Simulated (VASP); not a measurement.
Wanted: the native input for a VASP 6.6.1 run.

| Item | Value |
| --- | --- |
| Task | single point |
| Functional | PBEsol |
| Potentials or basis | VASP PAW PBE potentials, release 64 (Pb_d, Se) |
| Cutoff | 520 eV |
| k mesh | 3 × 3 × 3 |
| Occupations | gaussian, width 0.01 eV |
| Spin | non-collinear spin, zero start, spin-orbit coupling |
| Starting moments | [[0.0, 0.0, 0.0], [0.0, 0.0, 0.0]] μB |
| Dipole correction | no |
| Further INCAR settings | ALGO = Normal; EDIFF = 1e-06; NBANDS = 32 |

The structure of PbSe (Clausthalite) lies in POSCAR:

```
PbSe
1.0
    4.3284130000      0.0000000000      0.0000000000
    2.1642065000      3.7485156161      0.0000000000
    2.1642065000      1.2495052054      3.5341344153
Pb Se
1 1
Direct
    0.0000000000      0.0000000000      0.0000000000
    0.5000000000      0.5000000000      0.5000000000
```

These files were run (other wordings do the same):

INCAR

```
SYSTEM = PbSe
ALGO = Normal ; EDIFF = 1E-6
ENCUT = 520 ; GGA = PS
GGA_COMPAT = .FALSE. ; ISIF = 2
ISMEAR = 0 ; LASPH = .TRUE.
LCHARG = .FALSE. ; LORBIT = 11
LORBMOM = .TRUE. ; LREAL = .FALSE.
LSORBIT = .TRUE. ; LWAVE = .FALSE.
MAGMOM = 0 0 0 0 0 0 ; NBANDS = 32
NELM = 150 ; PREC = Accurate
SIGMA = 0.01
```

KPOINTS

```
k-points
0
G
  3 3 3
  0 0 0
```

Potentials or basis: VASP PAW PBE potentials, release 64 (Pb_d, Se).

Command:

```sh
$ cat potpaw_PBE.64/Pb_d/POTCAR potpaw_PBE.64/Se/POTCAR > POTCAR
$ mpirun -np 1 vasp_ncl > vasp.out
```

It gave:

```json
{
 "Pressure": "-1.8 GPa",
 "Net moment": "0.00 μB per cell",
 "Valence electrons inside the program's atomic spheres": "Pb 11.85; Se 3.78"
}
```

Caveat: the k points lie up to 0.59 Å⁻¹ apart; the PAW data sets were made with another functional, which shifts forces and pressure a little.

Wall time 68 s on 1 thread of Intel(R) Xeon(R) Platinum 8488C (Sapphire Rapids), on a shared host, peak memory 0.29 GiB.
